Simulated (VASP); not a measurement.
The system is SnSe.

```
CELL_PARAMETERS angstrom
4.21934 0.00000 0.00000
0.00000 4.21934 0.00000
0.00000 0.00000 5.99303
ATOMIC_POSITIONS crystal
Sn 0.50000 0.00000 0.25009
Sn 0.00000 0.50000 0.74991
Se 0.50000 0.00000 0.74990
Se 0.00000 0.50000 0.25010
```

Base run:

```yaml
Program: VASP 6.6.1
Functional: PBE
Potentials_or_basis: VASP PAW PBE potentials, release 64 (Sn_d, Se)
Cutoff: 520 eV
k_mesh: 6 × 6 × 4
Occupations: gaussian, width 0.01 eV
Spin: no spin polarisation
```

Its results: band gap on the k mesh 0.68 eV; pressure 2.0 GPa.

Q: The run is repeated on the same cell with these changes: functional from PBE to r2SCAN; further incar settings from ALGO = Normal; EDIFF = 1e-07; NBANDS = 28 to ALGO = Normal; EDIFF = 1e-06; NBANDS = 28. What comes out?

A: Band gap on the k mesh 0.56 eV; pressure 0.9 GPa.

Caveats: spin-orbit coupling is left out, which moves the levels of the heavy elements; the PAW data sets were made with another functional, which shifts forces and pressure a little (some runs).

A k mesh can miss the band edges.
